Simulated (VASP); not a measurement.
A run of VASP 6.6.1 is set up as follows.

Contents of INCAR:

```
SYSTEM = Co
ALGO = Fast
EDIFF = 1E-6
ENCUT = 520
GGA = PS
ISIF = 2
ISMEAR = -1
ISPIN = 2
IVDW = 12
LASPH = .TRUE.
LCHARG = .FALSE.
LMAXMIX = 4
LORBIT = 11
LREAL = .FALSE.
LWAVE = .FALSE.
MAGMOM = 2 2 2 2
NBANDS = 30
NELM = 150
PREC = Accurate
SIGMA = 0.05
```

Contents of KPOINTS:

```
k-points
0
G
  12 12 4
  0 0 0
```

The input POSCAR:

```
Co
1.0
    2.4705617809      0.0000000000      0.0000000000
   -1.2352808905      2.1395692639      0.0000000000
    0.0000000000      0.0000000000      8.0882338000
Co
4
Direct
    0.6666666667      0.3333333333      0.7500000000
    0.0000000000      0.0000000000      0.5000000000
    0.3333333333      0.6666666667      0.2500000000
    0.0000000000      0.0000000000      0.0000000000
```

Potentials or basis: VASP PAW PBE potentials, release 64 (Co).

Command:

```sh
$ cat potpaw_PBE.64/Co/POTCAR > POTCAR
$ mpirun -np 1 vasp_std > vasp.out
```

**Question.** Predict the pressure.

**Answer.** -12.3 GPa.

**Question.** Estimate the site moments.

**Answer.** Co +1.66, +1.64 μB.

**Question.** Predict the net moment.

**Answer.** 6.55 μB per cell.

Stress tensor (GPa, compression positive):
```
-11.05   0.00   0.00
  0.00 -11.05   0.00
  0.00   0.00 -14.94
```

Caveat: three body term missing; the PAW data sets were made with another functional, which shifts forces and pressure a little; pairwise dispersion overbinds metals, which lowers pressure and volume.
